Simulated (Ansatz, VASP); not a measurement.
**Two plane-wave programs on NiO**

INCAR

```
PREC = Accurate
ENCUT = 520
EDIFF = 1E-7
ISMEAR = -1
SIGMA = 0.05
LREAL = F
LASPH = T
NELM = 150
ALGO = Normal
ISIF = 2
LWAVE = F
LCHARG = T
ISPIN = 2
MAGMOM = 1 0
LORBIT = 11
LMAXMIX = 4
GGA = RP
LELF = T
LVHAR = T
NBANDS = 19
```

KPOINTS

```
Automatic mesh
0
Gamma
  11 11 11
```

The input POSCAR:

```
NiO
1.0
    0.0000000000      2.1133508634      2.1133508634
    2.1133508634      0.0000000000      2.1133508634
    2.1133508634      2.1133508634      0.0000000000
Ni O
1 1
Direct
    0.0000000000      0.0000000000      0.0000000000
    0.5000000000      0.5000000000      0.5000000000
```

File input.yaml:

```yaml
crystal:
  lattice:
    - [0.0, 2.1133508634, 2.1133508634]
    - [2.1133508634, 0.0, 2.1133508634]
    - [2.1133508634, 2.1133508634, 0.0]
  atoms:
    - { symbol: Ni, position: [0.0, 0.0, 0.0], spin: 1.0 }
    - { symbol: O, position: [0.5, 0.5, 0.5] }
hamiltonian:
  xc: rpbe
  pseudopotentials: { kind: paw }
magnetization:
  spin_polarized: true
kpoints:
  mp_grid: { grid: [11, 11, 11] }
scf:
  occupations: { method: fermi_dirac, width: 0.05 }
output:
  forces: true
  stress: true
  eigenvalues: true
```

Alike in both runs: task single point; functional RPBE; k mesh 11 × 11 × 11; occupations fermi-dirac, width 0.05 eV; collinear spin.

```csv
,VASP,Ansatz
version,VASP 6.6.1,Ansatz 0.2.0
potentials or method,"VASP PAW PBE potentials, release 64 (Ni, O)",Ansatz PAW
plane-wave cutoff (eV),520,420
valence electrons in the cell,16,24
```

Ansatz gave:

- gap on the k mesh at the Fermi level (eV): none
- pressure (GPa): 5.7
- net moment per atom (μB): 0.95
- size of the moment on the site where the two differ most (μB): 0.31

**Question.** Estimate VASP's values.

**Answer.** gap on the k mesh at the Fermi level (eV): none; pressure (GPa): 5.5; net moment per atom (μB): 0.93; size of the moment on the site where the two differ most (μB): 0.29.

VASP's potentials were made for PBE, not for RPBE. Site moments also hang on the region over which each program counts them. A gap of «none» marks a metal or a gap that the smearing closes. VASP's potentials hold 16 valence electrons a cell and Ansatz's 24, so a difference there can come from the potentials and not from the codes.
